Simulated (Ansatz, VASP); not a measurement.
Al2Pt: VASP beside Ansatz

INCAR

```
PREC = Accurate ; ENCUT = 520
EDIFF = 1E-8 ; ISMEAR = -1
SIGMA = 0.08 ; LREAL = False
LASPH = True ; NELM = 80
ALGO = Normal ; ISIF = 2
LWAVE = False ; LCHARG = False
GGA = CA ; LEFG = True
NBANDS = 15
```

KPOINTS

```
regular mesh
0
Gamma
  12 12 12
```

POSCAR

```
Al2Pt
1.0
    0.0000000000      2.8959000000      2.9550000000
    2.8959000000      0.0000000000      2.9550000000
    2.8959000000      2.8959000000      0.0000000000
Al Pt
2 1
Direct
    0.2500000000      0.2500000000      0.2500000000
    0.7500000000      0.7500000000      0.7500000000
    0.0000000000      0.0000000000      0.0000000000
```

Input for Ansatz:

```yaml
crystal:
  lattice:
    - [0.0, 2.8959, 2.955]
    - [2.8959, 0.0, 2.955]
    - [2.8959, 2.8959, 0.0]
  atoms:
    - { symbol: Al, position: [0.25, 0.25, 0.25] }
    - { symbol: Al, position: [0.75, 0.75, 0.75] }
    - { symbol: Pt, position: [0.0, 0.0, 0.0] }
kpoints:
  mp_grid: { grid: [12, 12, 12] }
scf:
  occupations: { method: fermi_dirac, width: 0.08 }
hamiltonian:
  xc: lda
  pseudopotentials: { kind: all_electron, datasets: crystal }
output:
  forces: true
  stress: true
  eigenvalues: true
  efg: { contact_densities: true }
```

Change from the starting cell: equal xx and yy strain of -2 %, crystal datasets.

Alike in both runs: task electric field gradients; functional LDA; k mesh 12 × 12 × 12; occupations fermi-dirac, width 0.08 eV; no spin polarisation.

|  | VASP | Ansatz |
| --- | --- | --- |
| version | VASP 6.6.1 | Ansatz 0.2.0 |
| potentials or method | VASP PAW LDA potentials, release 64 (Al, Pt), cutoff 520 eV | all-electron PAW with datasets made for the crystal, scalar-relativistic |

```tsv
	VASP	Ansatz	Ansatz less VASP
pressure (GPa)	2.1	1.7	-0.41
traceless stress, the component that is largest in VASP (GPa)	-0.90	-0.91	-0.009
size of Vzz on the site where it differs most (V/Å²)	29.7	21.1	-8.52
```

LDA's correlation is that of Perdew and Zunger in VASP and of Perdew and Wang (1992) in Ansatz. Ansatz ran all-electron here, and VASP with PAW potentials.

Spin-orbit coupling is off throughout.
